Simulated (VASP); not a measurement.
# C (P-3m1) in VASP: single point with r2SCAN

Aim: the single point of C with r2SCAN.

Everything below comes from runs of VASP 6.6.1. Logs are shortened: lines on timing, memory, paths and dates and some standing lists are left out, and cuts for length are marked.

### 1 The cell of the first run

It takes space group P-3m1 (No. 164, trigonal). The conventional cell has a = 2.518 Å, b = 2.518 Å, c = 12.183 Å, α = 90.00°, β = 90.00°, γ = 120.00°. C (site symmetry 3m) has 4 C at 1.54 Å within 2.1 Å. Within 2.1 Å of C (site symmetry 3m) lie 4 C at 1.54 Å. C (site symmetry 3m) has 4 C at 1.54 Å within 2.1 Å. Within 2.1 Å of C (site symmetry 3m) lie 4 C at 1.54 Å. C (site symmetry 3m) has 4 C at 1.54 Å within 2.1 Å. C (site symmetry 3m) has 4 C at 1.39 to 1.54 Å within 1.9 Å.

### 2 Single point, r2SCAN

POSCAR

```
C
1.0
    1.7801417073     -1.7801417073      0.0000000000
    1.7801417073      0.0000000000     -1.7801417073
    7.0339642889      7.0339642889      7.0339642889
C
12
Direct
    0.6666666667      0.6666666667      0.2742015914
    0.0000000000      0.0000000000      0.1054829159
    0.3333333333      0.3333333333      0.4429202669
    0.6666666667      0.6666666667      0.7803576178
    1.0000000000      1.0000000000      0.6116389424
    0.3333333333      0.3333333333      0.9490762933
    0.6666666667      0.6666666667      0.4007405980
    1.0000000000      1.0000000000      0.2320219225
    0.3333333333      0.3333333333      0.5694592735
    0.6666666667      0.6666666667      0.9068966245
    0.0000000000      0.0000000000      0.7381779490
    0.3333333333      0.3333333333      0.0633032470
```

INCAR.step1

```
PREC = Accurate
ENCUT = 520
ISMEAR = 0
SIGMA = 0.05
LREAL = F
LASPH = T
NELM = 60
NBANDS = 36
GGA = PE
ALGO = Normal
EDIFF = 1E-4
LWAVE = T
LCHARG = F
```

INCAR.step2

```
PREC = Accurate
ENCUT = 520
EDIFF = 1E-6
ISMEAR = 0
SIGMA = 0.05
LREAL = F
LASPH = T
NELM = 60
ALGO = Normal
ISIF = 2
LWAVE = F
LCHARG = F
METAGGA = R2SCAN
LMIXTAU = T
NBANDS = 36
ISTART = 1
```

KPOINTS

```
Automatic mesh
0
Gamma
  10 10 2
```

Potentials or basis: VASP PAW PBE potentials, release 64 (C).

On the command line:

```
$ cat potpaw_PBE.64/C/POTCAR > POTCAR
$ cp INCAR.step1 INCAR
$ mpirun -np 1 vasp_std > vasp.out
$ cp INCAR.step2 INCAR
$ mpirun -np 1 vasp_std > vasp.out
```

OUTCAR:

```text
PREC = Accurate
   ENCUT = 520
   EDIFF = 1E-6
   ISMEAR = 0
   LREAL = F
   LASPH = T
   NELM = 60
   ISIF = 2
   METAGGA = R2SCAN
   ISTART = 1

 ion  position               nearest neighbor table
   1  0.667  0.667  0.274-   7 1.54   8 1.54   8 1.54   8 1.54
   2  0.000  0.000  0.105-   8 1.54  12 1.54  12 1.54  12 1.54
   3  0.333  0.333  0.443-   9 1.54   7 1.54   7 1.54   7 1.54
   4  0.667  0.667  0.780-  11 1.54  11 1.54  11 1.54  10 1.54
   5  0.000  0.000  0.612-  11 1.54   9 1.54   9 1.54   9 1.54
   6  0.333  0.333  0.949-  12 1.39  10 1.54  10 1.54  10 1.54
   7  0.667  0.667  0.401-   1 1.54   3 1.54   3 1.54   3 1.54
   8  0.000  0.000  0.232-   2 1.54   1 1.54   1 1.54   1 1.54
   9  0.333  0.333  0.569-   3 1.54   5 1.54   5 1.54   5 1.54
  10  0.667  0.667  0.907-   6 1.54   6 1.54   6 1.54   4 1.54
  11  0.000  0.000  0.738-   4 1.54   4 1.54   4 1.54   5 1.54
  12  0.333  0.333  0.063-   6 1.39   2 1.54   2 1.54   2 1.54

  LATTYP: Found a hexagonal cell.
 ALAT       =     2.5175005454
 C/A-ratio  =     4.8393965790

  Lattice vectors:

 A1 = (  -1.7801417073,   0.0000000000,   1.7801417073)
 A2 = (   1.7801417073,  -1.7801417073,   0.0000000000)
 A3 = (   7.0339642889,   7.0339642889,   7.0339642889)

Analysis of symmetry for initial positions (statically):
=====================================================================
 Subroutine PRICEL returns:
 Original cell was already a primitive cell.

 Routine SETGRP: Setting up the symmetry group for a
 hexagonal supercell.

 Subroutine GETGRP returns: Found 12 space group operations
 (whereof  6 operations were pure point group operations)
 out of a pool of 24 trial point group operations.

The static configuration has the point symmetry C_3v.
 The point group associated with its full space group is D_3d.

Analysis of symmetry for dynamics (positions and initial velocities):
=====================================================================
 Subroutine PRICEL returns:
 Original cell was already a primitive cell.

 Routine SETGRP: Setting up the symmetry group for a
 hexagonal supercell.

 Subroutine GETGRP returns: Found 12 space group operations
 (whereof  6 operations were pure point group operations)
 out of a pool of 24 trial point group operations.

The dynamic configuration has the point symmetry C_3v.
 The point group associated with its full space group is D_3d.

 Subroutine INISYM returns: Found 12 space group operations
 (whereof  6 operations are pure point group operations),
 and found     1 'primitive' translations

----------------------------------------------------------------------------------------

                                     Primitive cell

  volume of cell :      66.8699

  direct lattice vectors                    reciprocal lattice vectors
     1.780141707 -1.780141707  0.000000000     0.187251010 -0.374502021  0.187251010
     1.780141707  0.000000000 -1.780141707     0.187251010  0.187251010 -0.374502021
     7.033964289  7.033964289  7.033964289     0.047389114  0.047389114  0.047389114

  length of vectors
     2.517500545  2.517500545 12.183183527     0.458669429  0.458669429  0.082080353

  position of ions in fractional coordinates (direct lattice)
     0.666666667  0.666666667  0.274201591
     0.000000000  0.000000000  0.105482916
     0.333333333  0.333333333  0.442920267
     0.666666667  0.666666667  0.780357618
     0.000000000  0.000000000  0.611638942
     0.333333333  0.333333333  0.949076293
     0.666666667  0.666666667  0.400740598
     0.000000000  0.000000000  0.232021923
     0.333333333  0.333333333  0.569459274
     0.666666667  0.666666667  0.906896624
     0.000000000  0.000000000  0.738177949
     0.333333333  0.333333333  0.063303247

  ion indices of the primitive-cell ions
   primitive index   ion index
                 1           1
                 2           2
                 3           3
                 4           4
                 5           5
                 6           6
                 7           7
                 8           8
                 9           9
                10          10
                11          11
                12          12

----------------------------------------------------------------------------------------

 KPOINTS: Automatic mesh

Automatic generation of k-mesh.
 Grid dimensions read from file:
 generate k-points for:   10   10    2

 Generating k-lattice:

  Cartesian coordinates                     Fractional coordinates (reciprocal lattice)
     0.018725101 -0.037450202  0.018725101     0.100000000  0.000000000  0.000000000
     0.018725101  0.018725101 -0.037450202     0.000000000  0.100000000  0.000000000
     0.023694557  0.023694557  0.023694557     0.000000000  0.000000000  0.500000000

  Length of vectors
     0.045866943  0.045866943  0.041040176

  Shift w.r.t. Gamma in fractional coordinates (k-lattice)
     0.000000000  0.000000000  0.000000000

 Subroutine IBZKPT returns following result:
 ===========================================

 Found     28 irreducible k-points:

 Following reciprocal coordinates:
            Coordinates               Weight
  0.000000  0.000000  0.000000      1.000000
  0.100000  0.000000  0.000000      6.000000
  0.200000  0.000000  0.000000      6.000000
  0.300000  0.000000  0.000000      6.000000
  0.400000  0.000000  0.000000      6.000000
  0.500000  0.000000  0.000000      3.000000
[... 16 lines left out ...]
  0.400000  0.100000  0.500000     12.000000
  0.500000  0.100000  0.500000     12.000000
 [... further k-points ...]
   k-points           NKPTS =     28   k-points in BZ     NKDIM =     28   number of bands    NBANDS=     36
   number of dos      NEDOS =    301   number of ions     NIONS =     12
   total plane-waves  NPLWV =  38400
   dimension x,y,z NGX =    20 NGY =   20 NGZ =   96
   dimension x,y,z NGXF=    40 NGYF=   40 NGZF=  192
   ions per type =              12
   NGX,Y,Z   is equivalent  to a cutoff of  13.21, 13.21, 13.10 a.u.
   NGXF,Y,Z  is equivalent  to a cutoff of  26.41, 26.41, 26.20 a.u.
 SYSTEM =  unknown system
   PREC   = accura    normal or accurate (medium, high low for compatibility)
   ISTART =      1    job   : 0-new  1-cont  2-samecut
   ICHARG =      0    charge: 1-file 2-atom 10-const
   ISPIN  =      1    spin polarized calculation?
   LNONCOLLINEAR =      F non collinear calculations
   LSORBIT =      F    spin-orbit coupling
   LASPH  =      T    aspherical Exc in radial PAW
   ENCUT  =  520.0 eV  38.22 Ry    6.18 a.u.   4.68  4.68 22.65*2*pi/ulx,y,z
   NELM   =     60;   NELMIN=  2; NELMDL=  0     # of ELM steps
   EDIFF  = 0.1E-05   stopping-criterion for ELM
   LREAL  =      F    real-space projection
   EDIFFG = 0.1E-04   stopping-criterion for IOM
   NSW    =      0    number of steps for IOM
   IBRION =     -1    ionic relax: 0-MD 1-quasi-New 2-CG
   NFREE  =      0    steps in history (QN), initial steepest desc. (CG)
   ISIF   =      2    stress and relaxation
   ISYM   =      2    0-nonsym 1-usesym 2-fastsym
   POTIM  = 0.5000    time-step for ionic-motion
   TEBEG  =    0.0;   TEEND  =   0.0 temperature during run
   PSTRESS=    0.0 pullay stress
   NELECT =      48.0000    total number of electrons
   NUPDOWN=      -1.0000    fix difference up-down
   EMIN   =  10.00;   EMAX   =-10.00  energy-range for DOS
   EFERMI =   0.00;   METHOD = LEGACY
   ISMEAR =     0;   SIGMA  =   0.05  broadening in eV -4-tet -1-fermi 0-gaus
   EFERMI_NEDOS =   21; number of points for ismear=-14 and -15
   IALGO  =     38    algorithm
   IMIX   =      4    mixing-type and parameters
     AMIX     =   0.40;   BMIX     =  1.00
     AMIX_MAG =   1.60;   BMIX_MAG =  1.00
  volume/ion in A,a.u.               =       5.57        37.61
  Fermi-wavevector in a.u.,A,eV,Ry     =   1.465812  2.769984 29.233559  2.148606
  Thomas-Fermi vector in A             =   2.581625
   LORBIT       =      0    0 simple, 1 ext, 2 COOP (PROOUT), +10 PAW based schemes
   METAGGA = R2SCAN    functional components
   LHFCALC =     F    Hartree Fock is set to
   AEXX    =    0.0000 exact exchange contribution
   IVDW    =     0    specifies the selected vdW correction
   LEPSILON=     F    determine dielectric tensor
   LRPA    =     F    only Hartree local field effects (RPA)
 non-spin polarized calculation
 Gauss-broadening in eV      SIGMA  =   0.05
  energy-cutoff  :      520.00
  volume of cell :       66.87
 maximum number of plane-waves:      1822
   NGX =  9   NGY =  9   NGZ = 45

 number of electron      48.0000001 magnetization

 Free energy of the ion-electron system (eV)
  ---------------------------------------------------
  ext. energy  EPLUGINS =         0.00000000
  ---------------------------------------------------
  free energy    TOTEN  =      -117.57184751 eV

  energy without entropy =     -117.57184751  energy(sigma->0) =     -117.57184751

 E-fermi :  10.3272     XC(G=0): -14.3523

 val. band max:       10.0342671151   @ k =   0.0000   0.0000   0.0000
 cond. band min:      14.3383844835   @ k =   0.4000   0.0000   0.5000
 fundamental gap:      4.3041173685
 Fermi energy:        10.3271947628

 k-point     1 :       0.0000    0.0000    0.0000
  band No.  band energies     occupation
      1     -13.1324      2.00000
      2     -12.2754      2.00000
      3     -11.9791      2.00000
      4      -9.8510      2.00000
      5      -9.5764      2.00000
      6      -6.7117      2.00000
[... 28 lines left out ...]
     35      18.6873      0.00000
     36      18.7091      0.00000

 k-point     2 :       0.1000    0.0000    0.0000
  band No.  band energies     occupation
      1     -12.8754      2.00000
      2     -12.0193      2.00000
      3     -11.7229      2.00000
      4      -9.6026      2.00000
      5      -9.3278      2.00000
      6      -6.4816      2.00000
[... 28 lines left out ...]
     35      18.9128      0.00000
     36      18.9787      0.00000
[... 817 lines left out ...]
     35      19.9007      0.00000
     36      21.1170      0.00000

 k-point    24 :       0.5000    0.1000    0.5000
  band No.  band energies     occupation
      1      -7.9978      2.00000
      2      -7.4328      2.00000
      3      -6.6662      2.00000
      4      -5.9634      2.00000
      5      -5.5303      2.00000
      6      -3.9386      2.00000
[... 28 lines left out ...]
     35      20.5247      0.00000
     36      21.3024      0.00000

 [... further k-points ...]
[... 5 lines left out ...]
  --------------------------------------------------------------------------------------
  -------------------------------------------------------------------------------------
  Total        3.5688230      3.5688230      3.5688230      2.8198078      2.8198078      2.8198078
  in kB       85.5076605     85.5076605     85.5076605     67.5615370     67.5615370     67.5615370
  external PRESSURE =      85.5076605 kB  Pullay stress =       0.0000000 kB

 VOLUME and BASIS-vectors are now :
 -----------------------------------------------------------------------------
  energy-cutoff  :      520.00
  volume of cell :       66.87
      direct lattice vectors                 reciprocal lattice vectors
     1.780141707 -1.780141707  0.000000000     0.187251010 -0.374502021  0.187251010
     1.780141707  0.000000000 -1.780141707     0.187251010  0.187251010 -0.374502021
     7.033964289  7.033964289  7.033964289     0.047389114  0.047389114  0.047389114

 POSITION                                       TOTAL-FORCE (eV/Angst)
 -----------------------------------------------------------------------------------
      4.30225      0.74196      0.74196         0.006861      0.006861      0.006861
      0.74196      0.74196      0.74196         0.650103      0.650103      0.650103
      4.30225      2.52210      2.52210         0.000308      0.000308      0.000308
      7.86253      4.30225      4.30225         0.025905      0.025905      0.025905
      4.30225      4.30225      4.30225         0.001146      0.001146      0.001146
      7.86253      6.08239      6.08239        -2.573042     -2.573042     -2.573042
      5.19232      1.63203      1.63203        -0.001146     -0.001146     -0.001146
      1.63203      1.63203      1.63203        -0.025905     -0.025905     -0.025905
      5.19232      3.41218      3.41218        -0.000308     -0.000308     -0.000308
      8.75260      5.19232      5.19232        -0.650103     -0.650103     -0.650103
      5.19232      5.19232      5.19232        -0.006861     -0.006861     -0.006861
      1.63203     -0.14811     -0.14811         2.573042      2.573042      2.573042
 -----------------------------------------------------------------------------------
    total drift:                               -0.000010     -0.000010     -0.000010

  FREE ENERGIE OF THE ION-ELECTRON SYSTEM (eV)
  ---------------------------------------------------
  free  energy   TOTEN  =      -117.5718475076 eV

  energy  without entropy=     -117.5718475076  energy(sigma->0) =     -117.57184751
```

Run time: 5.6 min. Hardware: 1 thread of Intel Xeon 8259CL, shared host; peak memory 0.21 GiB.

Results:

```
Free energy            : -117.5718 eV
Pressure               : 8.6 GPa
Largest force          : 4.457 eV/Å
Band gap on the k mesh : 4.30 eV
```

Forces on the atoms (eV/Å):
```
C    0.007  0.007  0.007
C    0.650  0.650  0.650
C    0.000  0.000  0.000
C    0.026  0.026  0.026
C    0.001  0.001  0.001
C   -2.573 -2.573 -2.573
C   -0.001 -0.001 -0.001
C   -0.026 -0.026 -0.026
C    0.000  0.000  0.000
C   -0.650 -0.650 -0.650
C   -0.007 -0.007 -0.007
C    2.573  2.573  2.573
```

Caveat: the PAW data sets were made with another functional, which shifts forces and pressure a little. r2SCAN opens gaps a little over a GGA but as a rule still falls short of measured ones.
